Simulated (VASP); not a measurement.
Here is a VASP 6.6.1 calculation.

Contents of POSCAR:

```
NaI
1.0
    0.0000000000      3.2296280802      3.2296280802
    3.2296280802      0.0000000000      3.2296280802
    3.2296280802      3.2296280802      0.0000000000
Na I
1 1
Direct
    0.0000000000      0.0000000000      0.0000000000
    0.5000000000      0.5000000000      0.5000000000
```

File INCAR.step1:

```
  PREC = Accurate
  ENCUT = 520
  ISMEAR = 0
  SIGMA = 0.01
  LREAL = F
  LASPH = T
  NELM = 80
  NBANDS = 14
  GGA = PE
  ALGO = Normal
  EDIFF = 1E-4
  LWAVE = T
  LCHARG = F
```

File INCAR.step2:

```
  PREC = Accurate
  ENCUT = 520
  EDIFF = 1E-6
  ISMEAR = 0
  SIGMA = 0.01
  LREAL = F
  LASPH = T
  NELM = 80
  ALGO = Normal
  ISIF = 2
  LWAVE = F
  LCHARG = F
  METAGGA = R2SCAN
  LMIXTAU = T
  NBANDS = 14
  ISTART = 1
```

Contents of KPOINTS:

```
regular mesh
0
Gamma
  6 6 6
```

Potentials or basis: VASP PAW PBE potentials, release 64 (Na_pv, I).

The run is started by

```bash
$ cat potpaw_PBE.64/Na_pv/POTCAR potpaw_PBE.64/I/POTCAR > POTCAR
$ cp INCAR.step1 INCAR
$ mpirun -np 1 vasp_std > vasp.out
$ cp INCAR.step2 INCAR
$ mpirun -np 1 vasp_std > vasp.out
```

(1) What does it give for the band gap on the k mesh?

(2) What does it give for the pressure?

## Answers

(1) 4.46 eV.

(2) -0.1 GPa.

Caveat: the PAW data sets were made with another functional, which shifts forces and pressure a little; spin-orbit coupling is left out, which moves the levels of the heavy elements.
